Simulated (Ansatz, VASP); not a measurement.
CoSi2: VASP beside Ansatz

Contents of INCAR:

```
PREC = Accurate
ENCUT = 520
EDIFF = 1E-6
ISMEAR = -1
SIGMA = 0.1
LREAL = False
LASPH = True
NELM = 60
ALGO = Normal
ISIF = 2
LWAVE = False
LCHARG = False
NBANDS = 16
```

File KPOINTS:

```
Automatic mesh
0
Gamma
  10 10 10
```

POSCAR

```
CoSi2
1.0
    0.0000000000      2.2487898324      2.2487898324
    2.2487898324      0.0000000000      2.2487898324
    2.2487898324      2.2487898324      0.0000000000
Co Si
1 2
Direct
    0.0000000000      0.0000000000      0.0000000000
    0.2500000000      0.2500000000      0.2500000000
    0.7500000000      0.7500000000      0.7500000000
```

Input for Ansatz:

```yaml
crystal:
  lattice:
    - [0.0, 2.2487898324, 2.2487898324]
    - [2.2487898324, 0.0, 2.2487898324]
    - [2.2487898324, 2.2487898324, 0.0]
  atoms:
    - { symbol: Co, position: [0.0, 0.0, 0.0] }
    - { symbol: Si, position: [0.25, 0.25, 0.25] }
    - { symbol: Si, position: [0.75, 0.75, 0.75] }
kpoints:
  mp_grid: { grid: [10, 10, 10] }
  band_path:
    path:
      - [0.0, 0.0, 0.0]
      - [0.5, 0.0, 0.5]
      - [0.625, 0.25, 0.625]
      - [0.375, 0.375, 0.75]
      - [0.0, 0.0, 0.0]
      - [0.5, 0.5, 0.5]
      - [0.5, 0.25, 0.75]
      - [0.5, 0.0, 0.5]
    npoints: 8
scf:
  occupations: { method: fermi_dirac, width: 0.1 }
hamiltonian:
  xc: lda
  pseudopotentials: { kind: all_electron, lapw: { basis_error: 0.001 } }
output:
  forces: true
  stress: true
  eigenvalues: true
  populations: true
  dos: { projected: true, de: 0.2, e_range: [-14, 8] }
```

Change from the starting cell: volume scaled by 0.62, LAPW.

Alike in both runs: task single point; functional LDA; k mesh 10 × 10 × 10; occupations fermi-dirac, width 0.1 eV; no spin polarisation.

```csv
,VASP,Ansatz
version,VASP 6.6.1,Ansatz 0.2.0
potentials or method,"VASP PAW LDA potentials, release 64 (Co, Si), cutoff 520 eV","all-electron LAPW, scalar-relativistic"
```

```csv
,VASP,Ansatz,Ansatz less VASP
pressure (GPa),272.1,267.3,-4.75
```

LDA's correlation is that of Perdew and Zunger in VASP and of Perdew and Wang (1992) in Ansatz. Both programs put the cell under a high pressure, so it lies far from rest at this level. Ansatz ran all-electron here, and VASP with PAW potentials.

Noted on VASP's run: the cell as given lies far from equilibrium.
